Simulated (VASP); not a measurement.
**Pd: single point with PBEsol**

System: Pd, a slab with vacuum.

```
CELL_PARAMETERS angstrom
5.50129 0.00000 0.00000
0.00000 8.25194 0.00000
0.00000 0.00000 18.83500
ATOMIC_POSITIONS crystal
Pd 0.25000 0.16666 0.05309
Pd 0.75001 0.16666 0.05309
Pd 0.25000 0.50000 0.05309
Pd 0.75001 0.50000 0.05309
Pd 0.25000 0.83333 0.05309
Pd 0.75001 0.83333 0.05309
Pd 0.97611 0.00651 0.16657
Pd 0.47116 0.00110 0.17243
Pd 0.99664 0.31412 0.16829
Pd 0.50724 0.31602 0.15584
Pd 0.99562 0.67147 0.16297
Pd 0.51981 0.69095 0.16459
Pd 0.22371 0.15724 0.28010
Pd 0.72694 0.18931 0.28004
Pd 0.29304 0.50147 0.26600
Pd 0.78931 0.50200 0.26759
Pd 0.29046 0.81999 0.26987
Pd 0.77289 0.81467 0.27081
Pd 0.02474 0.97448 0.36528
Pd 0.50635 0.98048 0.38634
Pd 0.45333 0.33445 0.37785
Pd 0.97941 0.32967 0.37231
Pd 0.10272 0.67286 0.38520
Pd 0.62620 0.63556 0.38360
```

```yaml
Program: VASP 6.6.1
Task: single point
Functional: PBEsol
Potentials_or_basis: VASP PAW PBE potentials, release 64 (Pd)
Cutoff: 520 eV
k_mesh: 2 × 2 × 1
Occupations: fermi-dirac, width 0.1 eV
Spin: no spin polarisation
Dipole_correction: no
Further_INCAR_settings: LREAL = Auto; ALGO = Normal; EDIFF = 1e-06; NBANDS = 138
```

- Largest force: 2.081 eV/Å
- Band gap on the k mesh: zero (bands 120 and 121 overlap by 0.17 eV)

Forces in eV/Å, atoms in the order of the input:
```
Pd  -0.216 -0.167  0.653
Pd   0.106 -0.210  0.467
Pd  -0.048  0.078  1.048
Pd   0.060  0.075  0.928
Pd  -0.046  0.040  0.830
Pd   0.005  0.174  0.629
Pd   0.016 -0.777 -0.152
Pd   0.514  0.743 -0.959
Pd   0.477  1.100 -0.800
Pd  -0.321  0.900  0.629
Pd   1.211 -0.310 -0.800
Pd  -0.521 -1.598 -1.074
Pd   0.873  0.709 -1.360
Pd  -0.653 -1.760 -0.899
Pd  -0.295 -0.423 -0.051
Pd  -0.179 -0.178 -0.318
Pd  -0.791  0.101  0.667
Pd   0.166  1.018  0.452
Pd  -1.072  0.296  1.146
Pd   0.324 -0.155 -1.197
Pd   0.562 -0.101 -0.027
Pd  -0.068  0.823  0.920
Pd   0.505 -0.980 -0.537
Pd  -0.609  0.603 -0.196
```

Levels at points of the mesh, in eV from the Fermi level:
```tsv
k point	band 119	band 120	band 121	band 122	band 123	band 124
(0.00, 0.00, 0.00)	-0.03	-0.01	0.00	0.02	0.06	0.12
(0.50, 0.00, 0.00)	-0.14	-0.13	-0.11	-0.09	0.02	0.03
(0.00, 0.50, 0.00)	0.05	0.06	0.15	0.16	0.24	0.27
(0.50, 0.50, 0.00)	-0.12	-0.07	-0.05	-0.02	0.04	0.06
```

Run time: 21 min on 1 thread of Intel(R) Xeon(R) Platinum 8559C (Emerald Rapids), with other jobs on the host, peak memory 0.89 GiB.

Caveat: the k points lie up to 0.57 Å⁻¹ apart; there is no dipole correction, which matters where the two faces differ; the PAW data sets were made with another functional, which shifts forces and pressure a little.
